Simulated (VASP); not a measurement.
The system is Ga.

```
Ga
1.0
    -1.38440    1.38440    2.31122
     1.38440   -1.38440    2.31122
     1.38440    1.38440   -2.31122
Ga
1
Direct
  0.00000 0.00000 0.00000
```

- Program: VASP 6.6.1
- Task: relaxation of cell and atoms
- Functional: BLYP
- Dispersion: D3(BJ)
- Potentials or basis: VASP PAW PBE potentials, release 64 (Ga_d)
- Cutoff: 600 eV
- k mesh: 13 × 13 × 13
- Occupations: fermi-dirac, width 0.05 eV
- Spin: no spin polarisation

At the start: pressure 2.3 GPa; volume 17.72 Å³/atom.

Problem. Where does the relaxation end?

Solution. Over 5 steps the energy falls by 6.3 meV/atom and the volume is 18.55 Å³/atom (+4.7 %); space group I4/mmm (No. 139, to 0.05 Å).

The path:
```csv
step,energy change (eV),largest force (eV/Å),pressure (GPa),volume (Å³)
1,0.0000,0.0000,2.28,17.72
2,-0.0059,0.0000,0.58,18.37
3,-0.0063,0.0000,-0.32,18.59
4,-0.0062,0.0000,0.30,18.51
5,-0.0063,0.0000,0.06,18.55
```

Final structure:
```xyz
1
Lattice="-1.4051 1.4051 2.3486 1.4051 -1.4051 2.3486 1.4051 1.4051 -2.3486" Properties=species:S:1:pos:R:3 pbc="T T T"
Ga    0.0000    0.0000    0.0000
```

Caveat: the PAW data sets were made with another functional, which shifts forces and pressure a little; pairwise dispersion overbinds metals, which lowers pressure and volume.
